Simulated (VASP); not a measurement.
Here is a VASP 6.6.1 calculation.

File POSCAR:

```
CaB6
1.0
    4.1360723764      0.0000000000      0.0000000000
    0.0000000000      4.1360723764      0.0000000000
    0.0000000000      0.0000000000      4.1360723764
Ca B
1 6
Direct
    0.5000000000      0.5000000000      0.5000000000
    0.0000000000      0.0000000000      0.2982067326
    0.0000000000      0.0000000000      0.7017932674
    0.2982067326      0.0000000000      0.0000000000
    0.7017932674      0.0000000000      0.0000000000
    0.0000000000      0.2982067326      0.0000000000
    0.0000000000      0.7017932674      0.0000000000
```

The input INCAR.step1:

```
PREC     = Accurate       # precision mode
ENCUT    = 520            # plane-wave cutoff, eV
ISMEAR   = -1             # smearing method
SIGMA    = 0.02           # smearing width, eV
LREAL    = False          # projectors in reciprocal space
LASPH    = True           # aspherical terms in the spheres
NELM     = 60             # most SCF steps
NBANDS   = 23             # bands
GGA      = PE             # functional
ALGO     = Normal         # electronic algorithm
EDIFF    = 1E-4           # SCF threshold, eV
LWAVE    = True           # write WAVECAR
LCHARG   = False          # write CHGCAR
```

The input INCAR.step2:

```
PREC     = Accurate       # precision mode
ENCUT    = 520            # plane-wave cutoff, eV
EDIFF    = 1E-6           # SCF threshold, eV
ISMEAR   = -1             # smearing method
SIGMA    = 0.02           # smearing width, eV
LREAL    = False          # projectors in reciprocal space
LASPH    = True           # aspherical terms in the spheres
NELM     = 60             # most SCF steps
ALGO     = Normal         # electronic algorithm
ISIF     = 2              # what is computed and relaxed
LWAVE    = False          # write WAVECAR
LCHARG   = False          # write CHGCAR
METAGGA  = R2SCAN         # meta-GGA
LMIXTAU  = True         
NBANDS   = 23             # bands
ISTART   = 1
```

File KPOINTS:

```
Automatic mesh
0
Gamma
  6 6 6
```

Potentials or basis: VASP PAW PBE potentials, release 64 (Ca_sv, B).

Launch:

```console
$ cat potpaw_PBE.64/Ca_sv/POTCAR potpaw_PBE.64/B/POTCAR > POTCAR
$ cp INCAR.step1 INCAR
$ mpirun -np 1 vasp_std > vasp.out
$ cp INCAR.step2 INCAR
$ mpirun -np 1 vasp_std > vasp.out
```

(1) What does it give for the pressure?

(2) What does it give for the largest force?

Answers

(1) 0.3 GPa.

(2) 0.024 eV/Å.

Caveat: the PAW data sets were made with another functional, which shifts forces and pressure a little.

**What was measured.**

“Bulk Band Gaps in Divalent Hexaborides”, 2001, arxiv:cond-mat/0107429 reports, for a bulk crystal of CaB6: band gap 1.15 eV.

Measured gap of CaB6: 1.15 eV (“Bulk Band Gaps in Divalent Hexaborides”, 2001, arxiv:cond-mat/0107429). This calculation gives 0.07 eV (-1.08 eV). So large a miss can be the level of theory's own, or it may mean another phase, state or a wrong row. The value is that of r2SCAN on a finite k mesh, which can miss the band edges, without temperature or zero-point motion.
